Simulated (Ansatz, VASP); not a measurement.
Two plane-wave programs on ZrO2

```
Zr O
1.0
     3.58503    0.00000    0.00000
     1.79252    3.10473    0.00000
     1.79252    1.03491    2.92717
Zr O
1 2
Direct
  0.00000 0.00000 0.00000
  0.25000 0.25000 0.25000
  0.75000 0.75000 0.75000
```

Alike in both runs: task single point; functional PBE; k mesh 6 × 6 × 6; no spin polarisation.

|  | VASP | Ansatz |
| --- | --- | --- |
| version | VASP 6.6.1 | Ansatz 0.2.0 |
| potentials or method | VASP PAW PBE potentials, release 64 (Zr_sv, O) | plane waves, PAW |
| plane-wave cutoff (eV) | 600 | 420 |
| occupations | gaussian, width 0.01 eV | fixed |
| valence electrons in the cell | 24 | 24 |

VASP gave:

| Item | Value |
| --- | --- |
| gap on the k mesh at the Fermi level (eV) | 3.39 |
| pressure (GPa) | 6.9 |

Task: Which values does Ansatz return?

Result: gap on the k mesh at the Fermi level (eV): 3.39; pressure (GPa): 6.8.
